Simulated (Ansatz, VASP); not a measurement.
**PbSe in VASP and in Ansatz**

The input POSCAR:

```
PbSe
1.0
    0.0000000000      3.4232041400      3.4232041400
    3.4232041400      0.0000000000      3.4232041400
    3.4232041400      3.4232041400      0.0000000000
Pb Se
1 1
Direct
    0.0000000000      0.0000000000      0.0000000000
    0.2500000000      0.2500000000      0.2500000000
```

The input INCAR.step1:

```
SYSTEM = PbSe
PREC = Accurate ; ENCUT = 520
ISMEAR = 0 ; SIGMA = 0.01
LREAL = .FALSE. ; LASPH = .TRUE.
NELM = 100 ; NBANDS = 17
GGA = PE ; ALGO = Normal
EDIFF = 1E-4 ; LWAVE = .TRUE.
LCHARG = .FALSE.
```

INCAR.step2

```
SYSTEM = PbSe
PREC = Accurate ; ENCUT = 520
EDIFF = 1E-6 ; ISMEAR = 0
SIGMA = 0.01 ; LREAL = .FALSE.
LASPH = .TRUE. ; NELM = 100
ALGO = Normal ; ISIF = 2
LWAVE = .FALSE. ; LCHARG = .TRUE.
METAGGA = R2SCAN ; LMIXTAU = .TRUE.
LELF = .TRUE. ; LVHAR = .TRUE.
NBANDS = 17 ; ISTART = 1
```

Contents of KPOINTS:

```
regular mesh
0
G
  4 4 4
  0 0 0
```

Input for Ansatz:

```yaml
crystal:
  lattice:
    - [0.0, 3.42320414, 3.42320414]
    - [3.42320414, 0.0, 3.42320414]
    - [3.42320414, 3.42320414, 0.0]
  atoms:
    - { symbol: Pb, position: [0.0, 0.0, 0.0] }
    - { symbol: Se, position: [0.25, 0.25, 0.25] }
kpoints:
  mp_grid: { grid: [4, 4, 4] }
hamiltonian:
  xc: r2scan
scf:
  occupations: { method: fixed }
  n_extra_bands: 4
output:
  forces: true
  stress: true
  eigenvalues: true
```

Alike in both runs: task single point; functional r2SCAN; k mesh 4 × 4 × 4; no spin polarisation.

|  | VASP | Ansatz |
| --- | --- | --- |
| version | VASP 6.6.1 | Ansatz 0.2.0 |
| potentials or method | VASP PAW PBE potentials, release 64 (Pb_d, Se) | plane waves |
| plane-wave cutoff (eV) | 520 | 500 |
| occupations | gaussian, width 0.01 eV | fixed |
| valence electrons in the cell | 20 | 30 |

```csv
,VASP,Ansatz,Ansatz less VASP
gap on the k mesh at the Fermi level (eV),0.80,0.80,+0.001
pressure (GPa),-0.1,-0.1,-0.01
```

VASP's potentials were made for PBE, not for r2SCAN. VASP's potentials hold 20 valence electrons a cell and Ansatz's 30, so a difference there can come from the potentials and not from the codes.

Neither program's run includes spin-orbit coupling.
